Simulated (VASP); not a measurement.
# Hf (P6_3/mmc) in VASP: a series of runs

The runs below take Hf through electric field gradients, with PBE.

All numbers are computed with VASP 6.6.1; they aren't measurements. Logs are shortened: lines on timing, memory, paths and dates and some standing lists are left out, and cuts for length are marked.

## (1) The cell of the first run

Symmetry: P6_3/mmc, No. 194, hexagonal system. Conventional cell: a = 3.101 Å, b = 3.101 Å, c = 5.058 Å, α = 90.00°, β = 90.00°, γ = 120.00°. Hf (site symmetry -6m2) has 12 Hf at 3.10 Å within 4.1 Å.

## (2) Electric field gradients, PBE (equal xx and yy strain of -3 %)

Contents of INCAR:

```
PREC = Accurate
ENCUT = 400
EDIFF = 1E-8
ISMEAR = -1
SIGMA = 0.05
LREAL = F
LASPH = T
NELM = 120
ALGO = Normal
ISIF = 2
LWAVE = F
LCHARG = F
GGA = PE
LEFG = T
NBANDS = 17
GGA_COMPAT = F
```

Contents of KPOINTS:

```
Automatic mesh
0
Gamma
  13 13 7
```

Contents of POSCAR:

```
Hf
1.0
    3.1007975685      0.0000000000      0.0000000000
   -1.5503987842      2.6853694663      0.0000000000
    0.0000000000      0.0000000000      5.0578000000
Hf
2
Direct
    0.3333333333      0.6666666667      0.2500000000
    0.6666666667      0.3333333333      0.7500000000
```

Potentials or basis: VASP PAW PBE potentials, release 64 (Hf_pv).

On the command line:

```sh
cat potpaw_PBE.64/Hf_pv/POTCAR > POTCAR
mpirun -np 1 vasp_std > vasp.out
```

OUTCAR:

```text
PREC = Accurate
   ENCUT = 400
   EDIFF = 1E-8
   ISMEAR = -1
   LREAL = F
   LASPH = T
   NELM = 120
   ISIF = 2
   GGA = PE

 ion  position               nearest neighbor table
   1  0.333  0.667  0.250-   2 3.10   2 3.10   2 3.10   2 3.10   2 3.10   2 3.10
   2  0.667  0.333  0.750-   1 3.10   1 3.10   1 3.10   1 3.10   1 3.10   1 3.10

  LATTYP: Found a hexagonal cell.
 ALAT       =     3.1007975685
 C/A-ratio  =     1.6311287300

  Lattice vectors:

 A1 = (   3.1007975685,   0.0000000000,   0.0000000000)
 A2 = (  -1.5503987842,   2.6853694663,   0.0000000000)
 A3 = (   0.0000000000,   0.0000000000,   5.0578000000)

Analysis of symmetry for initial positions (statically):
=====================================================================
 Subroutine PRICEL returns:
 Original cell was already a primitive cell.

 Routine SETGRP: Setting up the symmetry group for a
 hexagonal supercell.

 Subroutine GETGRP returns: Found 24 space group operations
 (whereof 12 operations were pure point group operations)
 out of a pool of 24 trial point group operations.

The static configuration has the point symmetry D_3d.
 The point group associated with its full space group is D_6h.

Analysis of symmetry for dynamics (positions and initial velocities):
=====================================================================
 Subroutine PRICEL returns:
 Original cell was already a primitive cell.

 Routine SETGRP: Setting up the symmetry group for a
 hexagonal supercell.

 Subroutine GETGRP returns: Found 24 space group operations
 (whereof 12 operations were pure point group operations)
 out of a pool of 24 trial point group operations.

The dynamic configuration has the point symmetry D_3d.
 The point group associated with its full space group is D_6h.

 Subroutine INISYM returns: Found 24 space group operations
 (whereof 12 operations are pure point group operations),
 and found     1 'primitive' translations

----------------------------------------------------------------------------------------

                                     Primitive cell

  volume of cell :      42.1152

  direct lattice vectors                    reciprocal lattice vectors
     3.100797568  0.000000000  0.000000000     0.322497673  0.186194118  0.000000000
[... 116 lines left out ...]
   LRPA    =     F    only Hartree local field effects (RPA)
 non-spin polarized calculation
  energy-cutoff  :      400.00
  volume of cell :       42.12
 maximum number of plane-waves:       776
   NGX = 11   NGY = 11   NGZ = 17

 number of electron      19.9999995 magnetization

 Free energy of the ion-electron system (eV)
  ---------------------------------------------------
  ext. energy  EPLUGINS =         0.00000000
  ---------------------------------------------------
  free energy    TOTEN  =       -19.77932613 eV

  energy without entropy =      -19.76535315  energy(sigma->0) =      -19.77233964

 E-fermi :   5.3424     XC(G=0): -11.5616

 val. band max:        5.3183813512   @ k =   0.3077   0.2308   0.2857
 cond. band min:       5.3495872766   @ k =   0.3846   0.2308   0.4286
 fundamental gap:      0.0312059254
 Fermi energy:         5.3423885367

 k-point     1 :       0.0000    0.0000    0.0000
  band No.  band energies     occupation
      1     -25.6465      2.00000
      2     -24.7428      2.00000
      3     -24.7428      2.00000
      4     -24.6524      2.00000
      5     -24.6116      2.00000
      6     -24.6116      2.00000
[... 457 lines left out ...]
      4     -24.7870      2.00000
      5     -24.6913      2.00000
      6     -24.6452      2.00000
[... 9 lines left out ...]
     16       8.3312      0.00000
     17      11.4792      0.00000

 [... further k-points ...]
[... 5 lines left out ...]
  --------------------------------------------------------------------------------------
  -------------------------------------------------------------------------------------
  Total        2.3332620      2.3332620      1.2848643      0.0000000      0.0000000      0.0000000
  in kB       88.7636147     88.7636147     48.8797221      0.0000000      0.0000000      0.0000000
  external PRESSURE =      75.4689839 kB  Pullay stress =       0.0000000 kB

 VOLUME and BASIS-vectors are now :
 -----------------------------------------------------------------------------
  energy-cutoff  :      400.00
  volume of cell :       42.12
      direct lattice vectors                 reciprocal lattice vectors
     3.100797568  0.000000000  0.000000000     0.322497673  0.186194118  0.000000000
    -1.550398784  2.685369466  0.000000000     0.000000000  0.372388237  0.000000000
     0.000000000  0.000000000  5.057800000     0.000000000  0.000000000  0.197714421

 POSITION                                       TOTAL-FORCE (eV/Angst)
 -----------------------------------------------------------------------------------
     -0.00000      1.79025      1.26445        -0.000000     -0.000000      0.000000
      1.55040      0.89512      3.79335         0.000000      0.000000      0.000000
 -----------------------------------------------------------------------------------
    total drift:                               -0.000000      0.000000     -0.000000

  FREE ENERGIE OF THE ION-ELECTRON SYSTEM (eV)
  ---------------------------------------------------
  free  energy   TOTEN  =       -19.7793261273 eV

  energy  without entropy=      -19.7653531464  energy(sigma->0) =      -19.77233964

 Electric field gradients (V/A^2)
---------------------------------------------------------------------
 ion       V_xx      V_yy      V_zz      V_xy      V_xz      V_yz
---------------------------------------------------------------------
   1     -29.953   -29.955    59.908    -0.001     0.000    -0.000
   2     -29.953   -29.955    59.908    -0.001    -0.000     0.000
---------------------------------------------------------------------

 Electric field gradients after diagonalization (V/A^2)
 (convention: |V_zz| > |V_xx| > |V_yy|)
----------------------------------------------------------------------
 ion       V_xx      V_yy      V_zz     asymmetry (V_yy - V_xx)/ V_zz
----------------------------------------------------------------------
   1     -29.955   -29.953    59.908       0.000
   2     -29.955   -29.953    59.908       0.000
----------------------------------------------------------------------

           NMR quadrupolar parameters

 Cq : quadrupolar parameter    Cq=e*Q*V_zz/h
 eta: asymmetry parameters     (V_yy - V_xx)/ V_zz
 Q  : nuclear electric quadrupole moment in mb (millibarn)
----------------------------------------------------------------------
 ion       Cq(MHz)       eta       Q (mb)
----------------------------------------------------------------------
   1       0.145       0.000       1.000
   2       0.145       0.000       1.000
----------------------------------------------------------------------
```

OSZICAR:

```text
N       E                     dE             d eps       ncg     rms          rms(c)
DAV:   1     0.451104689759E+02    0.45110E+02   -0.99701E+03  2896   0.925E+02
DAV:   2    -0.187999247684E+02   -0.63910E+02   -0.62274E+02  3692   0.224E+02
DAV:   3    -0.204093195969E+02   -0.16094E+01   -0.16010E+01  3681   0.251E+01
DAV:   4    -0.204208292298E+02   -0.11510E-01   -0.11504E-01  3619   0.261E+00
DAV:   5    -0.204209413423E+02   -0.11211E-03   -0.11209E-03  3722   0.224E-01    0.677E+01
DAV:   6    -0.199539843274E+02    0.46696E+00   -0.41402E-01  3361   0.426E+00    0.402E+01
DAV:   7    -0.197879812063E+02    0.16600E+00   -0.70878E-01  3422   0.535E+00    0.186E+00
DAV:   8    -0.197792271635E+02    0.87540E-02   -0.43723E-02  3372   0.139E+00    0.278E-01
DAV:   9    -0.197793340886E+02   -0.10693E-03   -0.10034E-03  3785   0.221E-01    0.178E-01
DAV:  10    -0.197793235084E+02    0.10580E-04   -0.56311E-05  3332   0.514E-02    0.235E-01
DAV:  11    -0.197793261466E+02   -0.26382E-05   -0.70410E-06  3525   0.181E-02    0.854E-03
DAV:  12    -0.197793262035E+02   -0.56902E-07   -0.39853E-07  3741   0.414E-03    0.308E-03
DAV:  13    -0.197793261420E+02    0.61524E-07   -0.90068E-09  2268   0.744E-04    0.495E-04
DAV:  14    -0.197793261258E+02    0.16145E-07   -0.11427E-09  1825   0.257E-04    0.109E-04
DAV:  15    -0.197793261273E+02   -0.14682E-08   -0.11842E-10  1658   0.801E-05
   1 F= -.19779326E+02 E0= -.19772340E+02  d E =-.139730E-01
```

stdout:

```text
POSCAR found type information on POSCAR Hf
 POSCAR found :  1 types and       2 ions
 scaLAPACK will be used
 LDA part: xc-table for (Slater+PW92), standard interpolation
 POSCAR, INCAR and KPOINTS ok, starting setup
 FFT: planning ... GRIDC
 FFT: planning ... GRID_SOFT
 FFT: planning ... GRID
 WAVECAR not read
 entering main loop
ion   1

ion   2
```

Run time: 44 s. Hardware: 1 thread of Intel Xeon 8259CL, shared host; peak memory 0.16 GiB.

Results:

```yaml
Free_energy: -19.7793 eV
Pressure: 7.5 GPa
Band_gap_on_the_k_mesh: zero (bands 10 and 11 overlap by 1.53 eV)
Largest_electric_field_gradient_by_atom: Hf +59.9 V/Å²
```

Levels at points of the mesh, in eV from the Fermi level:
| k point | band 7 | band 8 | band 9 | band 10 | band 11 | band 12 | band 13 | band 14 |
| --- | --- | --- | --- | --- | --- | --- | --- | --- |
| (0.00, 0.00, 0.00) | -7.58 | -3.97 | 0.61 | 1.19 | 1.27 | 1.27 | 2.07 | 2.07 |

Electric field gradients, principal values (V/Å²):
```
atom    least   middle  greatest (by size)
1 Hf  -29.953  -29.955              59.908
2 Hf  -29.953  -29.955              59.908
```

Caveat: the cell differs from its parent crystal (equal xx and yy strain of -3 %); the cell stands under pressure; without QUAD_EFG the Cq values of the log hold for a quadrupole moment of 1 mb, not for the nuclei; spin-orbit coupling is left out, which moves the levels of the heavy elements.

## (3) Electric field gradients, PBE (equal xx and yy strain of -3 %)

Contents of INCAR:

```
SYSTEM = Hf
PREC = Accurate
ENCUT = 400
EDIFF = 1E-8
ISMEAR = -1
SIGMA = 0.05
LREAL = .False.
LASPH = .True.
NELM = 120
ALGO = Normal
ISIF = 2
LWAVE = .False.
LCHARG = .False.
GGA = PE
LEFG = .True.
NBANDS = 17
GGA_COMPAT = .False.
```

Contents of KPOINTS:

```
regular mesh
0
Gamma
  13 13 7
  0 0 0
```

POSCAR is that of step 2.

Potentials or basis: VASP PAW PBE potentials, release 64 (Hf_pv).

On the command line:

```sh
cat potpaw_PBE.64/Hf_pv/POTCAR > POTCAR
mpirun -np 1 vasp_std > vasp.out
```

OUTCAR:

```text
SYSTEM = Hf
   PREC = Accurate
   ENCUT = 400
   EDIFF = 1E-8
   ISMEAR = -1
   LREAL = .False.
   LASPH = .True.
   NELM = 120
   ISIF = 2
   GGA = PE

 ion  position               nearest neighbor table
   1  0.333  0.667  0.250-   2 3.10   2 3.10   2 3.10   2 3.10   2 3.10   2 3.10
   2  0.667  0.333  0.750-   1 3.10   1 3.10   1 3.10   1 3.10   1 3.10   1 3.10

  LATTYP: Found a hexagonal cell.
 ALAT       =     3.1007975685
 C/A-ratio  =     1.6311287300

  Lattice vectors:

 A1 = (   3.1007975685,   0.0000000000,   0.0000000000)
 A2 = (  -1.5503987842,   2.6853694663,   0.0000000000)
 A3 = (   0.0000000000,   0.0000000000,   5.0578000000)

Analysis of symmetry for initial positions (statically):
=====================================================================
 Subroutine PRICEL returns:
 Original cell was already a primitive cell.

 Routine SETGRP: Setting up the symmetry group for a
 hexagonal supercell.
[... 670 lines left out ...]
  volume of cell :       42.12
      direct lattice vectors                 reciprocal lattice vectors
     3.100797568  0.000000000  0.000000000     0.322497673  0.186194118  0.000000000
    -1.550398784  2.685369466  0.000000000     0.000000000  0.372388237  0.000000000
     0.000000000  0.000000000  5.057800000     0.000000000  0.000000000  0.197714421

 POSITION                                       TOTAL-FORCE (eV/Angst)
 -----------------------------------------------------------------------------------
     -0.00000      1.79025      1.26445        -0.000000     -0.000000      0.000000
      1.55040      0.89512      3.79335         0.000000      0.000000      0.000000
 -----------------------------------------------------------------------------------
    total drift:                               -0.000000      0.000000     -0.000000

  FREE ENERGIE OF THE ION-ELECTRON SYSTEM (eV)
  ---------------------------------------------------
  free  energy   TOTEN  =       -19.7793261273 eV

  energy  without entropy=      -19.7653531464  energy(sigma->0) =      -19.77233964

 Electric field gradients (V/A^2)
---------------------------------------------------------------------
 ion       V_xx      V_yy      V_zz      V_xy      V_xz      V_yz
---------------------------------------------------------------------
   1     -29.953   -29.955    59.908    -0.001     0.000    -0.000
   2     -29.953   -29.955    59.908    -0.001    -0.000     0.000
---------------------------------------------------------------------

 Electric field gradients after diagonalization (V/A^2)
 (convention: |V_zz| > |V_xx| > |V_yy|)
----------------------------------------------------------------------
 ion       V_xx      V_yy      V_zz     asymmetry (V_yy - V_xx)/ V_zz
----------------------------------------------------------------------
   1     -29.955   -29.953    59.908       0.000
   2     -29.955   -29.953    59.908       0.000
----------------------------------------------------------------------

           NMR quadrupolar parameters

 Cq : quadrupolar parameter    Cq=e*Q*V_zz/h
 eta: asymmetry parameters     (V_yy - V_xx)/ V_zz
 Q  : nuclear electric quadrupole moment in mb (millibarn)
----------------------------------------------------------------------
 ion       Cq(MHz)       eta       Q (mb)
----------------------------------------------------------------------
   1       0.145       0.000       1.000
   2       0.145       0.000       1.000
----------------------------------------------------------------------
```

Wall time 51 s (1 thread of Intel Xeon 8259CL, shared host); peak memory 0.16 GiB.

What came out:

```
Free energy                             : -19.7793 eV
Pressure                                : 7.5 GPa
Band gap on the k mesh                  : zero (bands 10 and 11 overlap by 1.53 eV)
Largest electric field gradient by atom : Hf +59.9 V/Å²
```

Levels at points of the mesh, in eV from the Fermi level:
| k point | band 7 | band 8 | band 9 | band 10 | band 11 | band 12 | band 13 | band 14 |
| --- | --- | --- | --- | --- | --- | --- | --- | --- |
| (0.00, 0.00, 0.00) | -7.58 | -3.97 | 0.61 | 1.19 | 1.27 | 1.27 | 2.07 | 2.07 |

Electric field gradients, principal values (V/Å²):
| atom | least | middle | greatest (by size) |
| --- | --- | --- | --- |
| 1 Hf | -29.953 | -29.955 | 59.908 |
| 2 Hf | -29.953 | -29.955 | 59.908 |

Caveat: the cell differs from its parent crystal (equal xx and yy strain of -3 %); the cell stands under pressure; without QUAD_EFG the Cq values of the log hold for a quadrupole moment of 1 mb, not for the nuclei; spin-orbit coupling is left out, which moves the levels of the heavy elements.

[end of part 1 of 2]

The gap in the log of VASP goes by the Fermi energy; the results here count the filled bands.